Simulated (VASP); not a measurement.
# Cu (P6_3/mmc) in VASP: a series of runs

The runs below take Cu through relaxation of cell and atoms, with PBEsol.

All numbers are computed with VASP 6.6.1; they aren't measurements. Logs are shortened: lines on timing, memory, paths and dates and some standing lists are left out, and cuts for length are marked.

**1. The cell of the first run**

It takes space group P6_3/mmc (No. 194, hexagonal). The conventional cell has a = 2.534 Å, b = 2.534 Å, c = 4.113 Å, α = 90.00°, β = 90.00°, γ = 120.00°. Cu (site symmetry -6m2) has 12 Cu at 2.52 to 2.53 Å within 3.3 Å.

This isn't the form of Cu at room conditions, which is fcc.

**2. Relaxation of cell and atoms, PBEsol**

INCAR reads:

```
SYSTEM = Cu
PREC = Accurate
ENCUT = 600
EDIFF = 1E-6
ISMEAR = -1
SIGMA = 0.05
LREAL = .False.
LASPH = .True.
NELM = 60
ALGO = Fast
ISIF = 3
LWAVE = .False.
LCHARG = .False.
GGA = PS
IBRION = 2
NSW = 60
EDIFFG = -0.01
```

KPOINTS reads:

```
regular mesh
0
Gamma
  12 12 7
  0 0 0
```

POSCAR reads:

```
Cu
1.0
    2.5340966698      0.0000000000      0.0000000000
   -1.2670483349      2.1945920917      0.0000000000
    0.0000000000      0.0000000000      4.1125710000
Cu
2
Direct
    0.6666666667      0.3333333333      0.7500000000
    0.3333333333      0.6666666667      0.2500000000
```

Potentials or basis: VASP PAW PBE potentials, release 64 (Cu).

Command:

```bash
cat potpaw_PBE.64/Cu/POTCAR > POTCAR
mpirun -np 1 vasp_std > vasp.out
```

OUTCAR:

```text
SYSTEM = Cu
   PREC = Accurate
   ENCUT = 600
   EDIFF = 1E-6
   ISMEAR = -1
   LREAL = .False.
   LASPH = .True.
   NELM = 60
   ISIF = 3
   GGA = PS
   IBRION = 2
   NSW = 60
   EDIFFG = -0.01

 ion  position               nearest neighbor table
   1  0.667  0.333  0.750-   2 2.52   2 2.52   2 2.52   2 2.52   2 2.52   2 2.52
   2  0.333  0.667  0.250-   1 2.52   1 2.52   1 2.52   1 2.52   1 2.52   1 2.52

  LATTYP: Found a hexagonal cell.
 ALAT       =     2.5340966698
 C/A-ratio  =     1.6228942838

  Lattice vectors:

 A1 = (   2.5340966698,   0.0000000000,   0.0000000000)
 A2 = (  -1.2670483349,   2.1945920917,   0.0000000000)
 A3 = (   0.0000000000,   0.0000000000,   4.1125710000)

Analysis of symmetry for initial positions (statically):
=====================================================================
 Subroutine PRICEL returns:
 Original cell was already a primitive cell.

 Routine SETGRP: Setting up the symmetry group for a
 hexagonal supercell.

 Subroutine GETGRP returns: Found 24 space group operations
 (whereof 12 operations were pure point group operations)
 out of a pool of 24 trial point group operations.

The static configuration has the point symmetry D_3d.
 The point group associated with its full space group is D_6h.

Analysis of symmetry for dynamics (positions and initial velocities):
=====================================================================
 Subroutine PRICEL returns:
 Original cell was already a primitive cell.

 Routine SETGRP: Setting up the symmetry group for a
 hexagonal supercell.

 Subroutine GETGRP returns: Found 24 space group operations
 (whereof 12 operations were pure point group operations)
 out of a pool of 24 trial point group operations.

The dynamic configuration has the point symmetry D_3d.
 The point group associated with its full space group is D_6h.

 Subroutine INISYM returns: Found 24 space group operations
 (whereof 12 operations are pure point group operations),
 and found     1 'primitive' translations

----------------------------------------------------------------------------------------

                                     Primitive cell

  volume of cell :      22.8713

  direct lattice vectors                    reciprocal lattice vectors
     2.534096670  0.000000000  0.000000000     0.394617937  0.227832772  0.000000000
    -1.267048335  2.194592092  0.000000000     0.000000000  0.455665544  0.000000000
     0.000000000  0.000000000  4.112571000     0.000000000  0.000000000  0.243156896

  length of vectors
     2.534096670  2.534096670  4.112571000     0.455665544  0.455665544  0.243156896

  position of ions in fractional coordinates (direct lattice)
     0.666666667  0.333333333  0.750000000
     0.333333333  0.666666667  0.250000000

  ion indices of the primitive-cell ions
   primitive index   ion index
                 1           1
                 2           2

----------------------------------------------------------------------------------------

 KPOINTS: regular mesh

Automatic generation of k-mesh.
 Grid dimensions read from file:
 generate k-points for:   12   12    7

 Generating k-lattice:

  Cartesian coordinates                     Fractional coordinates (reciprocal lattice)
     0.032884828  0.018986064  0.000000000     0.083333333 -0.000000000  0.000000000
     0.000000000  0.037972129  0.000000000     0.000000000  0.083333333  0.000000000
     0.000000000  0.000000000  0.034736699     0.000000000  0.000000000  0.142857143

  Length of vectors
     0.037972129  0.037972129  0.034736699

  Shift w.r.t. Gamma in fractional coordinates (k-lattice)
     0.000000000  0.000000000  0.000000000

 Subroutine IBZKPT returns following result:
 ===========================================

 Found     76 irreducible k-points:

 Following reciprocal coordinates:
            Coordinates               Weight
  0.000000  0.000000  0.000000      1.000000
  0.083333  0.000000  0.000000      6.000000
  0.166667  0.000000  0.000000      6.000000
  0.250000 -0.000000  0.000000      6.000000
  0.333333 -0.000000  0.000000      6.000000
  0.416667 -0.000000  0.000000      6.000000
[... 16 lines left out ...]
  0.250000 -0.000000  0.142857     12.000000
  0.333333 -0.000000  0.142857     12.000000
 [... further k-points ...]
   k-points           NKPTS =     76   k-points in BZ     NKDIM =     76   number of bands    NBANDS=     15
   number of dos      NEDOS =    301   number of ions     NIONS =      2
   total plane-waves  NPLWV =  14400
   dimension x,y,z NGX =    20 NGY =   20 NGZ =   36
   dimension x,y,z NGXF=    40 NGYF=   40 NGZF=   72
   ions per type =               2
   NGX,Y,Z   is equivalent  to a cutoff of  13.12, 13.12, 14.55 a.u.
   NGXF,Y,Z  is equivalent  to a cutoff of  26.24, 26.24, 29.11 a.u.
 SYSTEM =  Cu
   PREC   = accura    normal or accurate (medium, high low for compatibility)
   ISTART =      0    job   : 0-new  1-cont  2-samecut
   ICHARG =      2    charge: 1-file 2-atom 10-const
   ISPIN  =      1    spin polarized calculation?
   LNONCOLLINEAR =      F non collinear calculations
   LSORBIT =      F    spin-orbit coupling
   LASPH  =      T    aspherical Exc in radial PAW
   ENCUT  =  600.0 eV  44.10 Ry    6.64 a.u.   5.06  5.06  8.21*2*pi/ulx,y,z
   NELM   =     60;   NELMIN=  2; NELMDL= -5     # of ELM steps
   EDIFF  = 0.1E-05   stopping-criterion for ELM
   LREAL  =      F    real-space projection
   EDIFFG = -.1E-01   stopping-criterion for IOM
   NSW    =     60    number of steps for IOM
   IBRION =      2    ionic relax: 0-MD 1-quasi-New 2-CG
   NFREE  =      1    steps in history (QN), initial steepest desc. (CG)
   ISIF   =      3    stress and relaxation
   ISYM   =      2    0-nonsym 1-usesym 2-fastsym
   POTIM  = 0.5000    time-step for ionic-motion
   TEBEG  =    0.0;   TEEND  =   0.0 temperature during run
   PSTRESS=    0.0 pullay stress
   NELECT =      22.0000    total number of electrons
   NUPDOWN=      -1.0000    fix difference up-down
   EMIN   =  10.00;   EMAX   =-10.00  energy-range for DOS
   EFERMI =   0.00;   METHOD = LEGACY
   ISMEAR =    -1;   SIGMA  =   0.05  broadening in eV -4-tet -1-fermi 0-gaus
   EFERMI_NEDOS =   21; number of points for ismear=-14 and -15
   IALGO  =     68    algorithm
   IMIX   =      4    mixing-type and parameters
     AMIX     =   0.40;   BMIX     =  1.00
     AMIX_MAG =   1.60;   BMIX_MAG =  1.00
  volume/ion in A,a.u.               =      11.44        77.17
  Fermi-wavevector in a.u.,A,eV,Ry     =   1.616041  3.053874 35.532800  2.611587
  Thomas-Fermi vector in A             =   2.710691
   LORBIT       =      0    0 simple, 1 ext, 2 COOP (PROOUT), +10 PAW based schemes
   GGA     = PS    functional components
   LHFCALC =     F    Hartree Fock is set to
   AEXX    =    0.0000 exact exchange contribution
   IVDW    =     0    specifies the selected vdW correction
   LEPSILON=     F    determine dielectric tensor
   LRPA    =     F    only Hartree local field effects (RPA)
 conjugate gradient relaxation of ions
 non-spin polarized calculation
 RMM-DIIS sequential band-by-band and
  energy-cutoff  :      600.00
  volume of cell :       22.87
 maximum number of plane-waves:       774
   NGX = 11   NGY = 11   NGZ = 17

--------------------------------------- Ionic step        1  -------------------------------------------

 number of electron      21.9999991 magnetization

 Free energy of the ion-electron system (eV)
  ---------------------------------------------------
  ext. energy  EPLUGINS =         0.00000000
  ---------------------------------------------------
  free energy    TOTEN  =        -8.58730780 eV

  energy without entropy =       -8.57940569  energy(sigma->0) =       -8.58335675

------------------------ aborting loop because EDIFF is reached ----------------------------------------

  FORCE on cell =-STRESS in cart. coord.  units (eV):
  Direction    XX          YY          ZZ          XY          YZ          ZX
  --------------------------------------------------------------------------------------
  -------------------------------------------------------------------------------------
  Total       -0.0220206     -0.0220206      0.0250243      0.0000000     -0.0000000      0.0000000
  in kB       -1.5425882     -1.5425882      1.7530023      0.0000000     -0.0000000      0.0000000
  external PRESSURE =      -0.4440580 kB  Pullay stress =       0.0000000 kB
[... 89 lines left out ...]
  FREE ENERGIE OF THE ION-ELECTRON SYSTEM (eV)
  ---------------------------------------------------
  free  energy   TOTEN  =        -8.5873777681 eV

  energy  without entropy=       -8.5794368262  energy(sigma->0) =       -8.58340730

[... ionic steps 4 to 15 ...]

--------------------------------------- Ionic step       16  -------------------------------------------

 number of electron      21.9999990 magnetization

------------------------ aborting loop because EDIFF is reached ----------------------------------------
[... 67 lines left out ...]
--------------------------------------- Ionic step       18  -------------------------------------------

 number of electron      21.9999991 magnetization

 Free energy of the ion-electron system (eV)
  ---------------------------------------------------
  ext. energy  EPLUGINS =         0.00000000
  ---------------------------------------------------
  free energy    TOTEN  =        -8.58752782 eV

  energy without entropy =       -8.57958151  energy(sigma->0) =       -8.58355466

 E-fermi :   7.7998     XC(G=0): -13.1182

 val. band max:        7.7826227472   @ k =   0.3333   0.1667   0.2857
 cond. band min:       7.8297736579   @ k =   0.5000  -0.0000   0.0000
 fundamental gap:      0.0471509107
 Fermi energy:         7.7998493608

 k-point     1 :       0.0000    0.0000    0.0000
  band No.  band energies     occupation
      1      -1.8145      2.00000
      2       2.5615      2.00000
      3       4.7265      2.00000
      4       4.7792      2.00000
      5       4.7792      2.00000
      6       5.0037      2.00000
      7       5.0037      2.00000
      8       5.2871      2.00000
      9       5.2871      2.00000
     10       6.0900      2.00000
     11       6.0900      2.00000
     12       6.7464      2.00000
     13      11.8340      0.00000
     14      29.4242      0.00000
[... 401 lines left out ...]
      2       3.3377      2.00000
      3       3.6216      2.00000
      4       4.2268      2.00000
      5       4.7732      2.00000
      6       4.8616      2.00000
      7       5.1131      2.00000
      8       5.8328      2.00000
      9       5.8659      2.00000
     10       5.8926      2.00000
     11       6.1926      2.00000
     12      10.4901      0.00000
     13      14.7962      0.00000
     14      15.9140      0.00000
     15      21.3786      0.00000

 [... further k-points ...]

------------------------ aborting loop because EDIFF is reached ----------------------------------------

  FORCE on cell =-STRESS in cart. coord.  units (eV):
  Direction    XX          YY          ZZ          XY          YZ          ZX
  --------------------------------------------------------------------------------------
  -------------------------------------------------------------------------------------
  Total        0.0026084      0.0026084      0.0002274      0.0000000      0.0000000      0.0000000
  in kB        0.1833937      0.1833937      0.0159912      0.0000000      0.0000000      0.0000000
  external PRESSURE =       0.1275929 kB  Pullay stress =       0.0000000 kB
[... 17 lines left out ...]
  FREE ENERGIE OF THE ION-ELECTRON SYSTEM (eV)
  ---------------------------------------------------
  free  energy   TOTEN  =        -8.5875278171 eV

  energy  without entropy=       -8.5795815126  energy(sigma->0) =       -8.58355466

 reached required accuracy - stopping structural energy minimisation
```

Wall time 5.9 min (1 thread of Intel Xeon 8259CL, shared host); peak memory 0.16 GiB.

Results:

- Free energy: -8.5875 eV
- Relaxed volume: 11.39 Å³/atom
- Relaxed cell: a = 2.529 Å, b = 2.529 Å, c = 4.113 Å, α = 90.00°, β = 90.00°, γ = 120.00°
- Space group after relaxing (to 0.1 Å): P6_3/mmc (No. 194)
- Energy gained by relaxing: 0.1 meV/atom
- Ionic steps: 18
- Pressure after relaxing: 0.0 GPa
- Band gap on the k mesh: zero (bands 11 and 12 overlap by 5.96 eV)

The path:
| step | energy change (eV) | largest force (eV/Å) | pressure (GPa) | volume (Å³) |
| --- | --- | --- | --- | --- |
| 1 | 0.0000 | 0.0000 | -0.04 | 22.87 |
| 2 | -0.0001 | 0.0000 | 0.14 | 22.86 |
| 3 | -0.0001 | 0.0000 | -0.09 | 22.86 |
| 4 | -0.0001 | 0.0000 | -0.38 | 22.86 |
| 5 | -0.0001 | 0.0000 | -0.70 | 22.86 |
| 6 | -0.0001 | 0.0000 | -0.68 | 22.85 |
| 7 | -0.0001 | 0.0000 | 0.39 | 22.84 |
| 8 | -0.0001 | 0.0000 | -0.26 | 22.84 |
| 9 | -0.0001 | 0.0000 | -0.56 | 22.83 |
| 10 | -0.0002 | 0.0000 | -0.19 | 22.80 |
| 11 | -0.0002 | 0.0000 | -0.25 | 22.79 |
| 12 | -0.0002 | 0.0000 | 0.48 | 22.77 |
| 13 | -0.0002 | 0.0000 | 0.16 | 22.78 |
| 14 | -0.0002 | 0.0000 | 0.09 | 22.78 |
| 15 | -0.0002 | 0.0000 | 0.17 | 22.79 |
| 16 | -0.0002 | 0.0000 | -0.73 | 22.79 |
| 17 | -0.0002 | 0.0000 | 0.70 | 22.79 |
| 18 | -0.0002 | 0.0000 | 0.01 | 22.79 |

Final structure:
```xyz
2
Lattice="2.5294 0.0000 0.0000 -1.2647 2.1905 0.0000 0.0000 0.0000 4.1128" Properties=species:S:1:pos:R:3 pbc="T T T"
Cu    1.2647    0.7302    3.0846
Cu    0.0000    1.4603    1.0282
```

Levels at points of the mesh, in eV from the Fermi level:
```csv
k point,band 7,band 8,band 9,band 10,band 11,band 12,band 13,band 14,band 15
"(0.00, 0.00, 0.00)",-2.80,-2.51,-2.51,-1.71,-1.71,-1.05,4.03,21.62,22.19
"(0.50, 0.00, 0.00)",-2.76,-1.62,-1.56,-1.51,0.03,1.65,7.96,8.39,10.95
```

Caveat: the PAW data sets were made with another functional, which shifts forces and pressure a little.

(Continued in part 2 of 2.)

The gap in the log of VASP goes by the Fermi energy; the results here count the filled bands.